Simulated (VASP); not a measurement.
Wanted: the native input for a VASP 6.6.1 run.

```yaml
Task: single point
Functional: LDA
Potentials_or_basis: VASP PAW LDA potentials, release 64 (Ce)
Cutoff: 520 eV
k_mesh: 15 × 15 × 7
Occupations: fermi-dirac, width 0.05 eV
Spin: no spin polarisation
Dipole_correction: no
Further_INCAR_settings: ALGO = Normal; EDIFF = 1e-06; NBANDS = 19
```

The structure of Ce lies in POSCAR:

```
Ce
1.0
    3.1422730822      0.0000000000      0.0000000000
   -1.5711365411      2.7212883148      0.0000000000
    0.0000000000      0.0000000000      5.8267817786
Ce
2
Direct
    0.3333333333      0.6666666667      0.2500000000
    0.6666666667      0.3333333333      0.7500000000
```

This cell differs from its parent crystal: volume scaled by 0.98.

One way to write it, as run:

INCAR

```
ALGO = Normal ; EDIFF = 1E-6
ENCUT = 520 ; ISIF = 2
ISMEAR = -1 ; LASPH = T
LCHARG = T ; LELF = T
LREAL = F ; LVHAR = T
LWAVE = F ; NBANDS = 19
NELM = 100 ; PREC = Accurate
SIGMA = 0.05
```

KPOINTS

```
k-points
0
Gamma
  15 15 7
```

Potentials or basis: VASP PAW LDA potentials, release 64 (Ce).

Run with:

```bash
$ cat potpaw_LDA.64/Ce/POTCAR > POTCAR
$ mpirun -np 1 vasp_std > vasp.out
```

Results of the run:

The pressure is -4.6 GPa and the band gap on the k mesh is zero (band 12 reaches 9.99 eV, above the bottom of band 13 at 9.46 eV).

Caveat: spin-orbit coupling is left out, which moves the levels of the heavy elements.

Wall time 110 s on 1 thread of Intel(R) Xeon(R) Platinum 8259CL CPU @ 2.50GHz (Skylake/Cascade Lake), on a shared host, peak memory 0.23 GiB.
